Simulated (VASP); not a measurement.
# BaTiO3 (R3m) in VASP: a series of runs

The runs below take BaTiO3 through single point, with r2SCAN, RPBE.

Program: VASP 6.6.1. These are calculated values, not measurements. Logs are shortened: lines on timing, memory, paths and dates and some standing lists are left out, and cuts for length are marked.

**1. The cell of the first run**

Symmetry: R3m, No. 160, trigonal system. Conventional cell: a = 5.638 Å, b = 5.638 Å, c = 6.931 Å, α = 90.00°, β = 90.00°, γ = 120.00°. Within 3.7 Å of Ba (site symmetry 3m) lie 12 O at 2.77 to 2.88 Å and 8 Ti at 3.38 to 3.56 Å. Ti (site symmetry 3m) has 6 O at 1.87 to 2.13 Å within 2.5 Å. Within 2.5 Å of O (site symmetry m) lie 2 Ti at 1.87 to 2.13 Å.

**2. Single point, r2SCAN**

Input file POSCAR:

```
BaTiO3
1.0
    3.9915085000      0.0000000000      0.0000000000
    0.0100976400      3.9914985300      0.0000000000
    0.0100976400      0.0100777000      3.9914786000
Ba Ti O
1 1 3
Direct
    0.0000000000      0.0000000000      0.0000000000
    0.4870000000      0.4870000000      0.4870000000
    0.5092000000      0.5092000000      0.0189000000
    0.0189000000      0.5092000000      0.5092000000
    0.5092000000      0.0189000000      0.5092000000
```

Input file INCAR.step1:

```
PREC = Accurate
ENCUT = 520
ISMEAR = -1
SIGMA = 0.0102
LREAL = False
LASPH = True
NELM = 60
NBANDS = 28
GGA = PE
ALGO = Normal
EDIFF = 1E-4
LWAVE = True
LCHARG = False
```

Input file INCAR.step2:

```
PREC = Accurate
ENCUT = 520
EDIFF = 1E-6
ISMEAR = -1
SIGMA = 0.0102
LREAL = False
LASPH = True
NELM = 60
ALGO = Normal
ISIF = 2
LWAVE = False
LCHARG = False
METAGGA = R2SCAN
LMIXTAU = True
NBANDS = 28
ISTART = 1
```

Input file KPOINTS:

```
Automatic mesh
0
Gamma
  5 5 5
```

Potentials or basis: VASP PAW PBE potentials, release 64 (Ba_sv, Ti_sv, O).

Started as:

```
$ cat potpaw_PBE.64/Ba_sv/POTCAR potpaw_PBE.64/Ti_sv/POTCAR potpaw_PBE.64/O/POTCAR > POTCAR
$ cp INCAR.step1 INCAR
$ mpirun -np 1 vasp_std > vasp.out
$ cp INCAR.step2 INCAR
$ mpirun -np 1 vasp_std > vasp.out
```

OUTCAR:

```text
PREC = Accurate
   ENCUT = 520
   EDIFF = 1E-6
   ISMEAR = -1
   LREAL = False
   LASPH = True
   NELM = 60
   ISIF = 2
   METAGGA = R2SCAN
   ISTART = 1

 ion  position               nearest neighbor table
   1  0.000  0.000  0.000-   5 2.77   3 2.77   4 2.77   4 2.82   4 2.82   5 2.82   5 2.82   3 2.82
                             3 2.82   5 2.88   3 2.88   4 2.88   2 3.38   2 3.42   2 3.42   2 3.42
   2  0.487  0.487  0.487-   3 1.87   4 1.87   5 1.87   3 2.13   4 2.13   5 2.13   1 3.38   1 3.42
                             1 3.42   1 3.42   1 3.48   1 3.48   1 3.49   1 3.56
   3  0.509  0.509  0.019-   2 1.87   2 2.13   1 2.77   1 2.82   1 2.82   1 2.88
   4  0.019  0.509  0.509-   2 1.87   2 2.13   1 2.77   1 2.82   1 2.82   1 2.88
   5  0.509  0.019  0.509-   2 1.87   2 2.13   1 2.77   1 2.82   1 2.82   1 2.88

  LATTYP: Found a trigonal (rhomboedric) cell.
 ALAT       =     3.9915085000
 COS(alpha) =     0.0025297786

  Lattice vectors:

 A1 = (   3.9915085000,   0.0000000000,   0.0000000000)
 A2 = (   0.0100976400,   3.9914985300,   0.0000000000)
 A3 = (   0.0100976400,   0.0100777000,   3.9914786000)

Analysis of symmetry for initial positions (statically):
=====================================================================
 Subroutine PRICEL returns:
 Original cell was already a primitive cell.

 Routine SETGRP: Setting up the symmetry group for a
 trigonal (rhombohedral) supercell.

 Subroutine GETGRP returns: Found  6 space group operations
 (whereof  6 operations were pure point group operations)
 out of a pool of 12 trial point group operations.

The static configuration has the point symmetry C_3v.

Analysis of symmetry for dynamics (positions and initial velocities):
=====================================================================
 Subroutine PRICEL returns:
 Original cell was already a primitive cell.

 Routine SETGRP: Setting up the symmetry group for a
 trigonal (rhombohedral) supercell.

 Subroutine GETGRP returns: Found  6 space group operations
 (whereof  6 operations were pure point group operations)
 out of a pool of 12 trial point group operations.

The dynamic configuration has the point symmetry C_3v.

 Subroutine INISYM returns: Found  6 space group operations
 (whereof  6 operations are pure point group operations),
 and found     1 'primitive' translations

----------------------------------------------------------------------------------------

                                     Primitive cell

  volume of cell :      63.5926

  direct lattice vectors                    reciprocal lattice vectors
     3.991508500  0.000000000  0.000000000     0.250531848 -0.000633792 -0.000632195
     0.010097640  3.991498530  0.000000000     0.000000000  0.250532474 -0.000632545
     0.010097640  0.010077700  3.991478600     0.000000000  0.000000000  0.250533725

  length of vectors
     3.991508500  3.991511302  3.991504095     0.250533447  0.250533272  0.250533725

  position of ions in fractional coordinates (direct lattice)
     0.000000000  0.000000000  0.000000000
     0.487000000  0.487000000  0.487000000
     0.509200000  0.509200000  0.018900000
     0.018900000  0.509200000  0.509200000
     0.509200000  0.018900000  0.509200000

  ion indices of the primitive-cell ions
   primitive index   ion index
                 1           1
                 2           2
                 3           3
                 4           4
                 5           5

----------------------------------------------------------------------------------------

 KPOINTS: Automatic mesh

Automatic generation of k-mesh.
 Grid dimensions read from file:
 generate k-points for:    5    5    5

 Generating k-lattice:

  Cartesian coordinates                     Fractional coordinates (reciprocal lattice)
     0.050106370 -0.000126758 -0.000126439     0.200000000 -0.000000000  0.000000000
     0.000000000  0.050106495 -0.000126509     0.000000000  0.200000000  0.000000000
     0.000000000  0.000000000  0.050106745     0.000000000  0.000000000  0.200000000

  Length of vectors
     0.050106689  0.050106654  0.050106745

  Shift w.r.t. Gamma in fractional coordinates (k-lattice)
     0.000000000  0.000000000  0.000000000

 Subroutine IBZKPT returns following result:
 ===========================================

 Found     19 irreducible k-points:

 Following reciprocal coordinates:
            Coordinates               Weight
  0.000000  0.000000  0.000000      1.000000
  0.200000  0.000000  0.000000      6.000000
  0.400000  0.000000 -0.000000      6.000000
  0.200000  0.200000 -0.000000      6.000000
  0.400000  0.200000 -0.000000     12.000000
 -0.400000  0.200000  0.000000     12.000000
[... 11 lines left out ...]
  0.400000  0.400000  0.400000      2.000000
 -0.400000  0.400000  0.400000      6.000000
   k-points           NKPTS =     19   k-points in BZ     NKDIM =     19   number of bands    NBANDS=     28
   number of dos      NEDOS =    301   number of ions     NIONS =      5
   total plane-waves  NPLWV =  27000
   dimension x,y,z NGX =    30 NGY =   30 NGZ =   30
   dimension x,y,z NGXF=    60 NGYF=   60 NGZF=   60
   ions per type =               1   1   3
   NGX,Y,Z   is equivalent  to a cutoff of  12.49, 12.49, 12.49 a.u.
   NGXF,Y,Z  is equivalent  to a cutoff of  24.99, 24.99, 24.99 a.u.
 SYSTEM =  unknown system
   PREC   = accura    normal or accurate (medium, high low for compatibility)
   ISTART =      1    job   : 0-new  1-cont  2-samecut
   ICHARG =      0    charge: 1-file 2-atom 10-const
   ISPIN  =      1    spin polarized calculation?
   LNONCOLLINEAR =      F non collinear calculations
   LSORBIT =      F    spin-orbit coupling
   LASPH  =      T    aspherical Exc in radial PAW
   ENCUT  =  520.0 eV  38.22 Ry    6.18 a.u.   7.42  7.42  7.42*2*pi/ulx,y,z
   NELM   =     60;   NELMIN=  2; NELMDL=  0     # of ELM steps
   EDIFF  = 0.1E-05   stopping-criterion for ELM
   LREAL  =      F    real-space projection
   EDIFFG = 0.1E-04   stopping-criterion for IOM
   NSW    =      0    number of steps for IOM
   IBRION =     -1    ionic relax: 0-MD 1-quasi-New 2-CG
   NFREE  =      0    steps in history (QN), initial steepest desc. (CG)
   ISIF   =      2    stress and relaxation
   ISYM   =      2    0-nonsym 1-usesym 2-fastsym
   POTIM  = 0.5000    time-step for ionic-motion
   TEBEG  =    0.0;   TEEND  =   0.0 temperature during run
   PSTRESS=    0.0 pullay stress
   NELECT =      40.0000    total number of electrons
   NUPDOWN=      -1.0000    fix difference up-down
   EMIN   =  10.00;   EMAX   =-10.00  energy-range for DOS
   EFERMI =   0.00;   METHOD = LEGACY
   ISMEAR =    -1;   SIGMA  =   0.01  broadening in eV -4-tet -1-fermi 0-gaus
   EFERMI_NEDOS =   21; number of points for ismear=-14 and -15
   IALGO  =     38    algorithm
   IMIX   =      4    mixing-type and parameters
     AMIX     =   0.40;   BMIX     =  1.00
     AMIX_MAG =   1.60;   BMIX_MAG =  1.00
  volume/ion in A,a.u.               =      12.72        85.83
  Fermi-wavevector in a.u.,A,eV,Ry     =   1.402682  2.650685 26.769690  1.967517
  Thomas-Fermi vector in A             =   2.525419
   LORBIT       =      0    0 simple, 1 ext, 2 COOP (PROOUT), +10 PAW based schemes
   METAGGA = R2SCAN    functional components
   LHFCALC =     F    Hartree Fock is set to
   AEXX    =    0.0000 exact exchange contribution
   IVDW    =     0    specifies the selected vdW correction
   LEPSILON=     F    determine dielectric tensor
   LRPA    =     F    only Hartree local field effects (RPA)
 non-spin polarized calculation
  energy-cutoff  :      520.00
  volume of cell :       63.59
 maximum number of plane-waves:      1743
 NGX is ok and might be reduce to    30
   NGX = 15   NGY = 15   NGZ = 15

 number of electron      40.0000005 magnetization

 Free energy of the ion-electron system (eV)
  ---------------------------------------------------
  ext. energy  EPLUGINS =         0.00000000
  ---------------------------------------------------
  free energy    TOTEN  =       -74.23618520 eV

  energy without entropy =      -74.23618520  energy(sigma->0) =      -74.23618520

 E-fermi :   3.7914     XC(G=0): -11.9484

 val. band max:        3.4219429489   @ k =   0.4000   0.4000   0.4000
 cond. band min:       6.2958603599   @ k =   0.0000   0.0000   0.0000
 fundamental gap:      2.8739174110
 Fermi energy:         3.7913584550

 k-point     1 :       0.0000    0.0000    0.0000
  band No.  band energies     occupation
      1     -54.9478      2.00000
      2     -30.1558      2.00000
      3     -30.1558      2.00000
      4     -30.1522      2.00000
      5     -21.9041      2.00000
      6     -14.2781      2.00000
[... 20 lines left out ...]
     27       9.1715      0.00000
     28      11.9379      0.00000

 k-point     2 :       0.2000    0.0000    0.0000
  band No.  band energies     occupation
      1     -54.9474      2.00000
      2     -30.1763      2.00000
      3     -30.1551      2.00000
      4     -30.1525      2.00000
      5     -21.8583      2.00000
      6     -14.3211      2.00000
[... 20 lines left out ...]
     27       9.9478      0.00000
     28      12.8502      0.00000

 k-point     3 :       0.4000    0.0000   -0.0000
  band No.  band energies     occupation
      1     -54.9467      2.00000
      2     -30.2106      2.00000
      3     -30.1538      2.00000
      4     -30.1513      2.00000
      5     -21.7823      2.00000
      6     -14.4892      2.00000
[... 20 lines left out ...]
     27      11.5199      0.00000
     28      12.5392      0.00000

 k-point     4 :       0.2000    0.2000   -0.0000
  band No.  band energies     occupation
      1     -54.9470      2.00000
      2     -30.1760      2.00000
      3     -30.1745      2.00000
      4     -30.1529      2.00000
      5     -21.8187      2.00000
      6     -14.2765      2.00000
[... 20 lines left out ...]
     27      10.6877      0.00000
     28      12.8381      0.00000

 k-point     5 :       0.4000    0.2000   -0.0000
  band No.  band energies     occupation
      1     -54.9463      2.00000
      2     -30.2094      2.00000
      3     -30.1736      2.00000
      4     -30.1517      2.00000
      5     -21.7523      2.00000
      6     -14.3292      2.00000
[... 20 lines left out ...]
     27      12.2559      0.00000
     28      13.1022      0.00000

 k-point     6 :      -0.4000    0.2000    0.0000
  band No.  band energies     occupation
      1     -54.9463      2.00000
      2     -30.2095      2.00000
      3     -30.1736      2.00000
      4     -30.1517      2.00000
      5     -21.7519      2.00000
      6     -14.3309      2.00000
[... 308 lines left out ...]
      5     -21.7237      2.00000
      6     -14.1633      2.00000
[... 20 lines left out ...]
     27      12.2224      0.00000
     28      12.8729      0.00000

 k-point    17 :      -0.4000   -0.4000    0.2000
  band No.  band energies     occupation
      1     -54.9452      2.00000
      2     -30.2075      2.00000
      3     -30.2053      2.00000
      4     -30.1713      2.00000
      5     -21.6771      2.00000
      6     -13.8924      2.00000
[... 20 lines left out ...]
     27      12.5542      0.00000
     28      12.9119      0.00000

 k-point    18 :       0.4000    0.4000    0.4000
  band No.  band energies     occupation
      1     -54.9446      2.00000
      2     -30.2061      2.00000
      3     -30.2061      2.00000
      4     -30.2023      2.00000
      5     -21.6361      2.00000
      6     -13.5929      2.00000
[... 20 lines left out ...]
     27      12.1083      0.00000
     28      12.1083      0.00000

 k-point    19 :      -0.4000    0.4000    0.4000
  band No.  band energies     occupation
      1     -54.9446      2.00000
      2     -30.2066      2.00000
      3     -30.2061      2.00000
      4     -30.2017      2.00000
      5     -21.6359      2.00000
      6     -13.5878      2.00000
[... 20 lines left out ...]
     27      12.0391      0.00000
     28      12.1387      0.00000

------------------------ aborting loop because EDIFF is reached ----------------------------------------

  FORCE on cell =-STRESS in cart. coord.  units (eV):
  Direction    XX          YY          ZZ          XY          YZ          ZX
  --------------------------------------------------------------------------------------
  -------------------------------------------------------------------------------------
  Total        2.2180340      2.2182752      2.2185037     -0.0470756     -0.0468351     -0.0469568
  in kB       55.8820007     55.8880767     55.8938333     -1.1860405     -1.1799815     -1.1830477
  external PRESSURE =      55.8879702 kB  Pullay stress =       0.0000000 kB

 VOLUME and BASIS-vectors are now :
 -----------------------------------------------------------------------------
  energy-cutoff  :      520.00
  volume of cell :       63.59
      direct lattice vectors                 reciprocal lattice vectors
     3.991508500  0.000000000  0.000000000     0.250531848 -0.000633792 -0.000632195
     0.010097640  3.991498530  0.000000000     0.000000000  0.250532474 -0.000632545
     0.010097640  0.010077700  3.991478600     0.000000000  0.000000000  0.250533725

 POSITION                                       TOTAL-FORCE (eV/Angst)
 -----------------------------------------------------------------------------------
      0.00000      0.00000      0.00000        -0.016212     -0.016171     -0.016131
      1.95370      1.94877      1.94385         0.131562      0.131230      0.130898
      2.03781      2.03266      0.07544         0.049995      0.049868     -0.215592
      0.08572      2.03760      2.03246        -0.215339      0.050540      0.050412
      2.03781      0.08057      2.03246         0.049995     -0.215466      0.050412
 -----------------------------------------------------------------------------------
    total drift:                                0.000330      0.000361      0.000234

  FREE ENERGIE OF THE ION-ELECTRON SYSTEM (eV)
  ---------------------------------------------------
  free  energy   TOTEN  =       -74.2361852049 eV

  energy  without entropy=      -74.2361852049  energy(sigma->0) =      -74.23618520
```

Wall time 55 s (1 thread of Intel Xeon 6975P-C (Granite Rapids), shared host); peak memory 0.19 GiB.

What came out:

- Free energy: -74.2362 eV
- Pressure: 5.6 GPa
- Largest force: 0.227 eV/Å
- Band gap on the k mesh: 2.87 eV, indirect (least direct gap 3.14 eV)

Forces on the atoms (eV/Å):
```
Ba  -0.016 -0.016 -0.016
Ti   0.132  0.131  0.131
O    0.050  0.050 -0.216
O   -0.215  0.051  0.050
O    0.050 -0.215  0.050
```

Levels at points of the mesh, in eV from the valence-band top:
```
           k point  band 17  band 18  band 19  band 20  band 21  band 22  band 23  band 24
(0.00, 0.00, 0.00)    -1.00    -0.38    -0.27    -0.27     2.87     2.87     2.99     4.94
```

Caveat: the PAW data sets were made with another functional, which shifts forces and pressure a little; spin-orbit coupling is left out, which moves the levels of the heavy elements. r2SCAN opens gaps a little over a GGA but as a rule still falls short of measured ones.

(Part 1 of 2 ends here.)
